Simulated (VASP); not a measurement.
NaI, 2 atoms in the cell. It takes space group Fm-3m (No. 225, cubic). Conventional cell: a = 6.459 Å, b = 6.459 Å, c = 6.459 Å, α = 90.00°, β = 90.00°, γ = 90.00°. Within 4.2 Å of Na (site symmetry m-3m) lie 6 I at 3.23 Å. Within 4.2 Å of I (site symmetry m-3m) lie 6 Na at 3.23 Å. 

- Program: VASP 6.6.1
- Task: G0W0 quasiparticle levels
- Functional: PBE
- Potentials or basis: VASP PAW PBE potentials, release 64 (Na_sv_GW, I_GW)
- Cutoff: 500 eV
- k mesh: 4 × 4 × 4
- Occupations: gaussian, width 0.01 eV
- Spin: no spin polarisation
- Dipole correction: no
- GW scheme: G0W0
- GW iterations: 1
- Cutoff of the response function: 200
- Frequency points: 96
- Empty bands: 499
- Further INCAR settings: ALGO = EVGW0; EDIFF = 1e-08; NBANDS = 507

Potentials or basis: VASP PAW PBE potentials, release 64 (Na_sv_GW, I_GW).

Run with:

```sh
$ cat potpaw_PBE.64/Na_sv_GW/POTCAR potpaw_PBE.64/I_GW/POTCAR > POTCAR
$ cp INCAR.step1 INCAR
$ mpirun -np 1 vasp_std > vasp.out
$ cp INCAR.step2 INCAR
$ mpirun -np 1 vasp_std > vasp.out
$ cp INCAR.step3 INCAR
$ mpirun -np 1 vasp_std > vasp.out
```

Hardware: 1 thread of AMD EPYC 9R45 96-Core Processor (Zen 5) (shared host).

Question: How long does it take, and how much memory?

Answer: It took 15 min on 1 thread of AMD EPYC 9R45 96-Core Processor (Zen 5) (shared host), peak memory 1.7 GiB. Counts: k points 8.
